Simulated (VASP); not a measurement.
Runs of VASP 6.6.1 on AlN. Symmetry: F-43m, No. 216, cubic system. The conventional cell has a = 4.370 Å, b = 4.370 Å, c = 4.370 Å, α = 90.00°, β = 90.00°, γ = 90.00°. Within 2.5 Å of Al (site symmetry -43m) lie 4 N at 1.89 Å. N (site symmetry -43m) has 4 Al at 1.89 Å within 2.5 Å. 

```tsv
cell	gap on the mesh (eV)	pressure (GPa)
relaxed to 15 GPa from a = 3.090 Å, angles 60.0, 60.0, 90.0°, 2 atoms	3.98	15.0
relaxed to 4 GPa from a = 3.090 Å, angles 60.0, 60.0, 90.0°, 2 atoms	3.95	4.0
relaxed to 10 GPa from a = 3.090 Å, angles 60.0, 60.0, 90.0°, 2 atoms	(a)	10.0
relaxed to 7 GPa from a = 3.090 Å, angles 60.0, 60.0, 90.0°, 2 atoms	3.96	7.0
```

Alike in all rows: level r2SCAN; potentials or basis VASP PAW PBE potentials, release 64 (Al, N); no spin polarisation; k mesh 10 × 10 × 10; smearing gaussian 0.01 eV.

Fill in the values left out.

(a) 3.97.

Caveats: the cell is relaxed towards a set pressure, so the run minimises the enthalpy, not the energy; the PAW data sets were made with another functional, which shifts forces and pressure a little.

A k mesh can miss the band edges.
